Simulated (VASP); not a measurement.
# LiF in VASP: a series of runs

LiF is run at these levels: PBE; tasks: single point.

All numbers are computed with VASP 6.6.1; they aren't measurements. Logs are shortened: lines on timing, memory, paths and dates and some standing lists are left out, and cuts for length are marked.

## (1) The cell of the first run

Symmetry: P4/mmm, No. 123, tetragonal system. The conventional cell has a = 2.444 Å, b = 2.444 Å, c = 2.516 Å, α = 90.00°, β = 90.00°, γ = 90.00°. Li (site symmetry 4/mmm) has 8 F at 2.14 Å and 6 Li at 2.44 to 2.52 Å within 2.8 Å. Within 2.8 Å of F (site symmetry 4/mmm) lie 8 Li at 2.14 Å and 6 F at 2.44 to 2.52 Å.

## (2) Single point, PBE (biaxial xy strain -2.9%)

Input file INCAR:

```
SYSTEM = LiF
PREC = Accurate ; ENCUT = 520
EDIFF = 1E-7 ; ISMEAR = -1
SIGMA = 0.02 ; LREAL = .False.
LASPH = .True. ; NELM = 100
ALGO = Normal ; ISIF = 2
LWAVE = .False. ; LCHARG = .False.
GGA = PE ; NBANDS = 12
```

Input file KPOINTS:

```
regular mesh
0
Gamma
  10 10 10
  0 0 0
```

Input file POSCAR:

```
LiF
1.0
    2.4442934523      0.0000000000      0.0000000000
    0.0000000000      2.4442934523      0.0000000000
    0.0000000000      0.0000000000      2.5162584438
Li F
1 1
Direct
    0.0000000000      0.0000000000      0.0000000000
    0.5000000000      0.5000000000      0.5000000000
```

Potentials or basis: VASP PAW PBE potentials, release 64 (Li_sv, F).

On the command line:

```console
> cat potpaw_PBE.64/Li_sv/POTCAR potpaw_PBE.64/F/POTCAR > POTCAR
> mpirun -np 1 vasp_std > vasp.out
```

OUTCAR:

```text
SYSTEM = LiF
   PREC = Accurate
   ENCUT = 520
   EDIFF = 1E-7
   ISMEAR = -1
   LREAL = .False.
   LASPH = .True.
   NELM = 100
   ISIF = 2
   GGA = PE

 ion  position               nearest neighbor table
   1  0.000  0.000  0.000-   2 2.14   2 2.14   2 2.14   2 2.14   2 2.14   2 2.14   2 2.14   2 2.14

   2  0.500  0.500  0.500-   1 2.14   1 2.14   1 2.14   1 2.14   1 2.14   1 2.14   1 2.14   1 2.14

  LATTYP: Found a simple tetragonal cell.
 ALAT       =     2.4442934523
 C/A-ratio  =     1.0294420424

  Lattice vectors:

 A1 = (   2.4442934523,   0.0000000000,   0.0000000000)
 A2 = (   0.0000000000,   2.4442934523,   0.0000000000)
 A3 = (   0.0000000000,   0.0000000000,   2.5162584438)

Analysis of symmetry for initial positions (statically):
=====================================================================
 Subroutine PRICEL returns:
 Original cell was already a primitive cell.

 Routine SETGRP: Setting up the symmetry group for a
 simple tetragonal supercell.

 Subroutine GETGRP returns: Found 16 space group operations
 (whereof 16 operations were pure point group operations)
 out of a pool of 16 trial point group operations.

The static configuration has the point symmetry D_4h.

Analysis of symmetry for dynamics (positions and initial velocities):
=====================================================================
 Subroutine PRICEL returns:
 Original cell was already a primitive cell.

 Routine SETGRP: Setting up the symmetry group for a
 simple tetragonal supercell.

 Subroutine GETGRP returns: Found 16 space group operations
 (whereof 16 operations were pure point group operations)
 out of a pool of 16 trial point group operations.

The dynamic configuration has the point symmetry D_4h.

 Subroutine INISYM returns: Found 16 space group operations
 (whereof 16 operations are pure point group operations),
 and found     1 'primitive' translations

----------------------------------------------------------------------------------------

                                     Primitive cell

  volume of cell :      15.0336

  direct lattice vectors                    reciprocal lattice vectors
     2.444293452  0.000000000  0.000000000     0.409116180  0.000000000  0.000000000
     0.000000000  2.444293452  0.000000000     0.000000000  0.409116180  0.000000000
     0.000000000  0.000000000  2.516258444     0.000000000  0.000000000  0.397415457

  length of vectors
[... 90 lines left out ...]
   POTIM  = 0.5000    time-step for ionic-motion
   TEBEG  =    0.0;   TEEND  =   0.0 temperature during run
   PSTRESS=    0.0 pullay stress
   NELECT =      10.0000    total number of electrons
   NUPDOWN=      -1.0000    fix difference up-down
   EMIN   =  10.00;   EMAX   =-10.00  energy-range for DOS
   EFERMI =   0.00;   METHOD = LEGACY
   ISMEAR =    -1;   SIGMA  =   0.02  broadening in eV -4-tet -1-fermi 0-gaus
   EFERMI_NEDOS =   21; number of points for ismear=-14 and -15
   IALGO  =     38    algorithm
   IMIX   =      4    mixing-type and parameters
     AMIX     =   0.40;   BMIX     =  1.00
     AMIX_MAG =   1.60;   BMIX_MAG =  1.00
  volume/ion in A,a.u.               =       7.52        50.73
  Fermi-wavevector in a.u.,A,eV,Ry     =   1.429072  2.700555 27.786464  2.042247
  Thomas-Fermi vector in A             =   2.549065
   LORBIT       =      0    0 simple, 1 ext, 2 COOP (PROOUT), +10 PAW based schemes
   GGA     = PE    functional components
   LHFCALC =     F    Hartree Fock is set to
   AEXX    =    0.0000 exact exchange contribution
   IVDW    =     0    specifies the selected vdW correction
   LEPSILON=     F    determine dielectric tensor
   LRPA    =     F    only Hartree local field effects (RPA)
 non-spin polarized calculation
  energy-cutoff  :      520.00
  volume of cell :       15.03
 maximum number of plane-waves:       421
   NGX =  9   NGY =  9   NGZ =  9

 number of electron      10.0000004 magnetization

 Free energy of the ion-electron system (eV)
  ---------------------------------------------------
  ext. energy  EPLUGINS =         0.00000000
  ---------------------------------------------------
  free energy    TOTEN  =        -8.99333825 eV

  energy without entropy =       -8.99333825  energy(sigma->0) =       -8.99333825

 E-fermi :   1.3774     XC(G=0): -10.4692

 val. band max:        0.9787789308   @ k =   0.5000   0.0000   0.5000
 cond. band min:       9.3601082138   @ k =   0.0000   0.0000   0.0000
 fundamental gap:      8.3813292830
 Fermi energy:         1.3773696385

 k-point     1 :       0.0000    0.0000    0.0000
  band No.  band energies     occupation
      1     -41.8747      2.00000
      2     -20.3828      2.00000
      3      -0.1190      2.00000
      4       0.2333      2.00000
      5       0.2333      2.00000
      6       9.3601      0.00000
      7      20.0341      0.00000
      8      20.7897      0.00000
      9      22.5385      0.00000
     10      23.3840      0.00000
     11      23.3840      0.00000
     12      40.9110      0.00000
[... 331 lines left out ...]
 k-point    24 :       0.2000    0.0000    0.1000
  band No.  band energies     occupation
      1     -41.8432      2.00000
      2     -20.1415      2.00000
      3      -1.1243      2.00000
      4      -0.3182      2.00000
      5       0.4233      2.00000
      6      10.3530      0.00000
      7      17.6622      0.00000
      8      19.7073      0.00000
      9      23.2358      0.00000
     10      24.1482      0.00000
     11      29.1027      0.00000
     12      34.4035      0.00000

 [... further k-points ...]

------------------------ aborting loop because EDIFF is reached ----------------------------------------

  FORCE on cell =-STRESS in cart. coord.  units (eV):
  Direction    XX          YY          ZZ          XY          YZ          ZX
  --------------------------------------------------------------------------------------
  -------------------------------------------------------------------------------------
  Total        1.1497747      1.1497747      0.2178103      0.0000000     -0.0000000      0.0000000
  in kB      122.5353524    122.5353524     23.2127697      0.0000000     -0.0000000      0.0000000
  external PRESSURE =      89.4278248 kB  Pullay stress =       0.0000000 kB

 VOLUME and BASIS-vectors are now :
 -----------------------------------------------------------------------------
  energy-cutoff  :      520.00
  volume of cell :       15.03
      direct lattice vectors                 reciprocal lattice vectors
     2.444293452  0.000000000  0.000000000     0.409116180  0.000000000  0.000000000
     0.000000000  2.444293452  0.000000000     0.000000000  0.409116180  0.000000000
     0.000000000  0.000000000  2.516258444     0.000000000  0.000000000  0.397415457

 POSITION                                       TOTAL-FORCE (eV/Angst)
 -----------------------------------------------------------------------------------
      0.00000      0.00000      0.00000         0.000000      0.000000      0.000000
      1.22215      1.22215      1.25813         0.000000      0.000000      0.000000
 -----------------------------------------------------------------------------------
    total drift:                                0.000000     -0.000000     -0.000000

  FREE ENERGIE OF THE ION-ELECTRON SYSTEM (eV)
  ---------------------------------------------------
  free  energy   TOTEN  =        -8.9933382466 eV

  energy  without entropy=       -8.9933382466  energy(sigma->0) =       -8.99333825
```

Run time: 23 s. Hardware: 1 thread of Intel Xeon 8259CL, shared host; peak memory 0.13 GiB.

Results:

| Property | Result |
| --- | --- |
| Free energy | -8.9933 eV |
| Band gap on the k mesh | 8.38 eV (least direct gap 9.13 eV) |

Caveat: the cell differs from its parent crystal (biaxial xy strain -2.9%); the cutoff is under 1.25 times the usual one of these potentials, so pressure, stress and relaxed cells hold a basis-set (Pulay) error. A k mesh can miss the band edges.

## (3) Single point, PBE (shear xy strain -0.3%)

Input file INCAR:

```
PREC = Accurate ; ENCUT = 520
EDIFF = 1E-6 ; ISMEAR = -1
SIGMA = 0.02 ; LREAL = F
LASPH = T ; NELM = 100
ALGO = Normal ; ISIF = 2
LWAVE = F ; LCHARG = F
GGA = PE ; NBANDS = 12
```

Input file KPOINTS:

```
Automatic mesh
0
Gamma
  10 10 10
```

Input file POSCAR:

```
LiF
1.0
    2.5162584438     -0.0042776394      0.0000000000
   -0.0042776394      2.5162584438      0.0000000000
    0.0000000000      0.0000000000      2.5162584438
Li F
1 1
Direct
    0.0000000000      0.0000000000      0.0000000000
    0.5000000000      0.5000000000      0.5000000000
```

Potentials or basis: VASP PAW PBE potentials, release 64 (Li_sv, F).

On the command line:

```console
> cat potpaw_PBE.64/Li_sv/POTCAR potpaw_PBE.64/F/POTCAR > POTCAR
> mpirun -np 1 vasp_std > vasp.out
```

OUTCAR:

```text
PREC = Accurate
   ENCUT = 520
   EDIFF = 1E-6
   ISMEAR = -1
   LREAL = F
   LASPH = T
   NELM = 100
   ISIF = 2
   GGA = PE

 ion  position               nearest neighbor table
   1  0.000  0.000  0.000-   2 2.18   2 2.18   2 2.18   2 2.18   2 2.18   2 2.18   2 2.18   2 2.18

   2  0.500  0.500  0.500-   1 2.18   1 2.18   1 2.18   1 2.18   1 2.18   1 2.18   1 2.18   1 2.18

  LATTYP: Found a base centered orthorhombic cell.
 ALAT       =     3.5524773220
 B/A-ratio  =     1.0034057899
 C/A-ratio  =     0.7083109097

  Lattice vectors:

 A1 = (   2.5162584438,  -0.0042776394,   0.0000000000)
 A2 = (  -0.0042776394,   2.5162584438,   0.0000000000)
 A3 = (   0.0000000000,   0.0000000000,   2.5162584438)

Analysis of symmetry for initial positions (statically):
=====================================================================
 Subroutine PRICEL returns:
 Original cell was already a primitive cell.

 Routine SETGRP: Setting up the symmetry group for a
 base centered orthorhombic supercell.

 Subroutine GETGRP returns: Found  8 space group operations
 (whereof  8 operations were pure point group operations)
 out of a pool of  8 trial point group operations.

The static configuration has the point symmetry D_2h.

Analysis of symmetry for dynamics (positions and initial velocities):
=====================================================================
 Subroutine PRICEL returns:
 Original cell was already a primitive cell.

 Routine SETGRP: Setting up the symmetry group for a
 base centered orthorhombic supercell.

 Subroutine GETGRP returns: Found  8 space group operations
 (whereof  8 operations were pure point group operations)
 out of a pool of  8 trial point group operations.

The dynamic configuration has the point symmetry D_2h.

 Subroutine INISYM returns: Found  8 space group operations
 (whereof  8 operations are pure point group operations),
 and found     1 'primitive' translations

[... 119 lines left out ...]
   GGA     = PE    functional components
   LHFCALC =     F    Hartree Fock is set to
   AEXX    =    0.0000 exact exchange contribution
   IVDW    =     0    specifies the selected vdW correction
   LEPSILON=     F    determine dielectric tensor
   LRPA    =     F    only Hartree local field effects (RPA)
 non-spin polarized calculation
  energy-cutoff  :      520.00
  volume of cell :       15.93
 maximum number of plane-waves:       449
   NGX =  9   NGY =  9   NGZ =  9

 number of electron      10.0000023 magnetization

 Free energy of the ion-electron system (eV)
  ---------------------------------------------------
  ext. energy  EPLUGINS =         0.00000000
  ---------------------------------------------------
  free energy    TOTEN  =        -9.03888110 eV

  energy without entropy =       -9.03888110  energy(sigma->0) =       -9.03888110

 E-fermi :   0.8317     XC(G=0): -10.1810

 val. band max:        0.4466275079   @ k =   0.5000   0.5000   0.0000
 cond. band min:       8.3948901842   @ k =   0.0000   0.0000   0.0000
 fundamental gap:      7.9482626763
 Fermi energy:         0.8317220332

 k-point     1 :       0.0000    0.0000    0.0000
  band No.  band energies     occupation
      1     -42.3562      2.00000
      2     -20.5662      2.00000
      3      -0.2822      2.00000
      4      -0.2749      2.00000
      5      -0.2676      2.00000
      6       8.3949      0.00000
      7      19.5953      0.00000
      8      19.5955      0.00000
      9      21.9339      0.00000
     10      21.9479      0.00000
     11      21.9620      0.00000
     12      39.7306      0.00000
[... 331 lines left out ...]
 k-point    24 :       0.4000    0.3000    0.0000
  band No.  band energies     occupation
      1     -42.2738      2.00000
      2     -19.7432      2.00000
      3      -2.9285      2.00000
      4      -2.1100      2.00000
      5       0.3081      2.00000
      6      12.3644      0.00000
      7      14.6920      0.00000
      8      15.9195      0.00000
      9      22.8868      0.00000
     10      23.2683      0.00000
     11      31.1120      0.00000
     12      32.5592      0.00000

 [... further k-points ...]

------------------------ aborting loop because EDIFF is reached ----------------------------------------

  FORCE on cell =-STRESS in cart. coord.  units (eV):
  Direction    XX          YY          ZZ          XY          YZ          ZX
  --------------------------------------------------------------------------------------
  -------------------------------------------------------------------------------------
  Total        0.3441848      0.3441848      0.3441904     -0.0099507      0.0000000      0.0000000
  in kB       34.6128870     34.6128870     34.6134486     -1.0006916      0.0000000      0.0000000
  external PRESSURE =      34.6130742 kB  Pullay stress =       0.0000000 kB

 VOLUME and BASIS-vectors are now :
 -----------------------------------------------------------------------------
  energy-cutoff  :      520.00
  volume of cell :       15.93
      direct lattice vectors                 reciprocal lattice vectors
     2.516258444 -0.004277639  0.000000000     0.397416606  0.000675608  0.000000000
    -0.004277639  2.516258444  0.000000000     0.000675608  0.397416606  0.000000000
     0.000000000  0.000000000  2.516258444     0.000000000  0.000000000  0.397415457

 POSITION                                       TOTAL-FORCE (eV/Angst)
 -----------------------------------------------------------------------------------
      0.00000      0.00000      0.00000        -0.000000      0.000000      0.000000
      1.25599      1.25599      1.25813         0.000000      0.000000      0.000000
 -----------------------------------------------------------------------------------
    total drift:                               -0.000000      0.000000      0.000000

  FREE ENERGIE OF THE ION-ELECTRON SYSTEM (eV)
  ---------------------------------------------------
  free  energy   TOTEN  =        -9.0388810974 eV

  energy  without entropy=       -9.0388810973  energy(sigma->0) =       -9.03888110
```

stdout:

```text
POSCAR found type information on POSCAR LiF
 POSCAR found :  2 types and       2 ions
 scaLAPACK will be used
 LDA part: xc-table for (Slater+PW92), standard interpolation
 POSCAR, INCAR and KPOINTS ok, starting setup
 FFT: planning ... GRIDC
 FFT: planning ... GRID_SOFT
 FFT: planning ... GRID
 WAVECAR not read
 entering main loop
```

Run time: 34 s. Hardware: 1 thread of Intel Xeon 8259CL, shared host; peak memory 0.14 GiB.

What came out:

```
Free energy            : -9.0389 eV
Band gap on the k mesh : 7.95 eV (least direct gap 8.66 eV)
```

Caveat: the cell differs from its parent crystal (shear xy strain -0.3%); the cutoff is under 1.25 times the usual one of these potentials, so pressure, stress and relaxed cells hold a basis-set (Pulay) error. A k mesh can miss the band edges.
